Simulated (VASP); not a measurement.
# BN (R3m) in VASP: single point with LDA

Aim: the single point of BN with LDA.

Everything below comes from runs of VASP 6.6.1. Logs are shortened: lines on timing, memory, paths and dates and some standing lists are left out, and cuts for length are marked.

### Step 1. The cell of the first run

Symmetry: R3m, No. 160, trigonal system. The conventional cell has a = 2.502 Å, b = 2.502 Å, c = 10.119 Å, α = 90.00°, β = 90.00°, γ = 120.00°. Within 1.9 Å of B (site symmetry 3m) lie 3 N at 1.44 Å. Within 1.9 Å of N (site symmetry 3m) lie 3 B at 1.44 Å.

### Step 2. Single point, LDA

INCAR

```
SYSTEM = BN
PREC     = Accurate       ! precision mode
ENCUT    = 600            ! plane-wave cutoff, eV
EDIFF    = 1E-6           ! SCF threshold, eV
ISMEAR   = 0              ! smearing method
SIGMA    = 0.05           ! smearing width, eV
LREAL    = .FALSE.        ! projectors in reciprocal space
LASPH    = .TRUE.         ! aspherical terms in the spheres
NELM     = 120            ! most SCF steps
ALGO     = Normal         ! electronic algorithm
ISIF     = 2              ! what is computed and relaxed
LWAVE    = .FALSE.        ! write WAVECAR
LCHARG   = .FALSE.        ! write CHGCAR
GGA      = CA             ! functional
NBANDS   = 11             ! bands
GGA_COMPAT= .FALSE.
```

KPOINTS

```
regular mesh
0
G
  12 12 12
  0 0 0
```

POSCAR

```
BN
1.0
    1.2511217832      0.7223354983      3.3729344033
   -1.2511217832      0.7223354983      3.3729344033
    0.0000000000     -1.4446709967      3.3729344033
B N
1 1
Direct
    0.9996712000      0.9996712000      0.9996712000
    0.3327618000      0.3327618000      0.3327618000
```

Potentials or basis: VASP PAW LDA potentials, release 64 (B, N).

Launch:

```bash
$ cat potpaw_LDA.64/B/POTCAR potpaw_LDA.64/N/POTCAR > POTCAR
$ mpirun -np 1 vasp_std > vasp.out
```

OUTCAR:

```text
SYSTEM = BN
   PREC = Accurate
   ENCUT = 600
   EDIFF = 1E-6
   ISMEAR = 0
   LREAL = .FALSE.
   LASPH = .TRUE.
   NELM = 120
   ISIF = 2
   GGA = CA

 ion  position               nearest neighbor table
   1  1.000  1.000  1.000-   2 1.44   2 1.44   2 1.44
   2  0.333  0.333  0.333-   1 1.44   1 1.44   1 1.44

  LATTYP: Found a trigonal (rhomboedric) cell.
 ALAT       =     3.6692997666
 COS(alpha) =     0.7674786796

  Lattice vectors:

 A1 = (   1.2511217832,   0.7223354983,   3.3729344033)
 A2 = (  -1.2511217832,   0.7223354983,   3.3729344033)
 A3 = (   0.0000000000,  -1.4446709967,   3.3729344033)

Analysis of symmetry for initial positions (statically):
=====================================================================
 Subroutine PRICEL returns:
 Original cell was already a primitive cell.

 Routine SETGRP: Setting up the symmetry group for a
 trigonal (rhombohedral) supercell.

 Subroutine GETGRP returns: Found  6 space group operations
 (whereof  6 operations were pure point group operations)
 out of a pool of 12 trial point group operations.

The static configuration has the point symmetry C_3v.

Analysis of symmetry for dynamics (positions and initial velocities):
=====================================================================
 Subroutine PRICEL returns:
 Original cell was already a primitive cell.

 Routine SETGRP: Setting up the symmetry group for a
 trigonal (rhombohedral) supercell.

 Subroutine GETGRP returns: Found  6 space group operations
 (whereof  6 operations were pure point group operations)
 out of a pool of 12 trial point group operations.

The dynamic configuration has the point symmetry C_3v.

 Subroutine INISYM returns: Found  6 space group operations
 (whereof  6 operations are pure point group operations),
 and found     1 'primitive' translations

----------------------------------------------------------------------------------------

                                     Primitive cell

  volume of cell :      18.2893

  direct lattice vectors                    reciprocal lattice vectors
     1.251121783  0.722335498  3.372934403     0.399641351  0.230733042  0.098825916
    -1.251121783  0.722335498  3.372934403    -0.399641351  0.230733042  0.098825916
     0.000000000 -1.444670997  3.372934403     0.000000000 -0.461466083  0.098825916

  length of vectors
     3.669299767  3.669299767  3.669299767     0.471929558  0.471929558  0.471929558

  position of ions in fractional coordinates (direct lattice)
     0.999671200  0.999671200  0.999671200
     0.332761800  0.332761800  0.332761800

  ion indices of the primitive-cell ions
   primitive index   ion index
[... 80 lines left out ...]
   ISIF   =      2    stress and relaxation
   ISYM   =      2    0-nonsym 1-usesym 2-fastsym
   POTIM  = 0.5000    time-step for ionic-motion
   TEBEG  =    0.0;   TEEND  =   0.0 temperature during run
   PSTRESS=    0.0 pullay stress
   NELECT =       8.0000    total number of electrons
   NUPDOWN=      -1.0000    fix difference up-down
   EMIN   =  10.00;   EMAX   =-10.00  energy-range for DOS
   EFERMI =   0.00;   METHOD = LEGACY
   ISMEAR =     0;   SIGMA  =   0.05  broadening in eV -4-tet -1-fermi 0-gaus
   EFERMI_NEDOS =   21; number of points for ismear=-14 and -15
   IALGO  =     38    algorithm
   IMIX   =      4    mixing-type and parameters
     AMIX     =   0.40;   BMIX     =  1.00
     AMIX_MAG =   1.60;   BMIX_MAG =  1.00
  volume/ion in A,a.u.               =       9.14        61.71
  Fermi-wavevector in a.u.,A,eV,Ry     =   1.242717  2.348395 21.012099  1.544346
  Thomas-Fermi vector in A             =   2.377059
   LORBIT       =      0    0 simple, 1 ext, 2 COOP (PROOUT), +10 PAW based schemes
   GGA     = CA    functional components
   LHFCALC =     F    Hartree Fock is set to
   AEXX    =    0.0000 exact exchange contribution
   IVDW    =     0    specifies the selected vdW correction
   LEPSILON=     F    determine dielectric tensor
   LRPA    =     F    only Hartree local field effects (RPA)
 non-spin polarized calculation
 Gauss-broadening in eV      SIGMA  =   0.05
  energy-cutoff  :      600.00
  volume of cell :       18.29
 maximum number of plane-waves:       624
 NGX is ok and might be reduce to    30
   NGX = 15   NGY = 15   NGZ = 15

 number of electron       8.0000000 magnetization

 Free energy of the ion-electron system (eV)
  ---------------------------------------------------
  ext. energy  EPLUGINS =         0.00000000
  ---------------------------------------------------
  free energy    TOTEN  =       -19.28870539 eV

  energy without entropy =      -19.28870539  energy(sigma->0) =      -19.28870539

 E-fermi :   2.3373     XC(G=0): -10.4316

 val. band max:        2.0009607331   @ k =  -0.3333   0.3333   0.0000
 cond. band min:       6.0926274553   @ k =   0.5000   0.5000  -0.0000
 fundamental gap:      4.0916667223
 Fermi energy:         2.3372988200

 k-point     1 :       0.0000    0.0000    0.0000
  band No.  band energies     occupation
      1     -15.5636      2.00000
      2      -2.2036      2.00000
      3       0.7044      2.00000
      4       0.7044      2.00000
      5       6.8453      0.00000
      6      13.5660      0.00000
      7      13.5660      0.00000
      8      14.9751      0.00000
      9      16.8084      0.00000
     10      27.6474      0.00000
     11      29.4370      0.00000
[... 309 lines left out ...]
 k-point    24 :      -0.4167    0.1667    0.0000
  band No.  band energies     occupation
      1     -12.0810      2.00000
      2      -6.5743      2.00000
      3      -3.3976      2.00000
      4       1.6783      2.00000
      5       7.0391      0.00000
      6      13.3535      0.00000
      7      15.2634      0.00000
      8      16.1077      0.00000
      9      19.4597      0.00000
     10      22.7693      0.00000
     11      24.8573      0.00000

 [... further k-points ...]
[... 5 lines left out ...]
  --------------------------------------------------------------------------------------
  -------------------------------------------------------------------------------------
  Total       -0.6130075     -0.6130075     -0.1358349      0.0000000      0.0000000     -0.0000000
  in kB      -53.7005419    -53.7005419    -11.8993810      0.0000000      0.0000000     -0.0000000
  external PRESSURE =     -39.7668216 kB  Pullay stress =       0.0000000 kB

 VOLUME and BASIS-vectors are now :
 -----------------------------------------------------------------------------
  energy-cutoff  :      600.00
  volume of cell :       18.29
      direct lattice vectors                 reciprocal lattice vectors
     1.251121783  0.722335498  3.372934403     0.399641351  0.230733042  0.098825916
    -1.251121783  0.722335498  3.372934403    -0.399641351  0.230733042  0.098825916
     0.000000000 -1.444670997  3.372934403     0.000000000 -0.461466083  0.098825916

 POSITION                                       TOTAL-FORCE (eV/Angst)
 -----------------------------------------------------------------------------------
      0.00000     -0.00000     10.11548         0.000000      0.000000     -0.002340
      0.00000     -0.00000      3.36715         0.000000     -0.000000      0.002340
 -----------------------------------------------------------------------------------
    total drift:                                0.000000     -0.000000      0.000102

  FREE ENERGIE OF THE ION-ELECTRON SYSTEM (eV)
  ---------------------------------------------------
  free  energy   TOTEN  =       -19.2887053878 eV

  energy  without entropy=      -19.2887053878  energy(sigma->0) =      -19.28870539
```

stdout:

```text
POSCAR found type information on POSCAR B N
 POSCAR found :  2 types and       2 ions
 scaLAPACK will be used
 LDA part: xc-table for (Slater(with rela. corr.)+CA(PZ))
 , standard interpolation
 POSCAR, INCAR and KPOINTS ok, starting setup
 FFT: planning ... GRIDC
 FFT: planning ... GRID_SOFT
 FFT: planning ... GRID
 WAVECAR not read
 entering main loop
```

Wall time 1.8 min (1 thread of Intel Xeon 8259CL, shared host); peak memory 0.17 GiB.

Results:

- Free energy: -19.2887 eV
- Pressure: -4.0 GPa
- Band gap on the k mesh: 4.09 eV, indirect (least direct gap 4.55 eV)

Forces in eV/Å, atoms in the order of the input:
```
B    0.000  0.000 -0.002
N    0.000  0.000  0.002
```

Stress tensor (GPa, compression positive):
```
-5.37  0.00  0.00
 0.00 -5.37  0.00
 0.00  0.00 -1.19
```

A k mesh can miss the band edges. A hybrid or GW would open this gap; LDA tends to underestimate it.
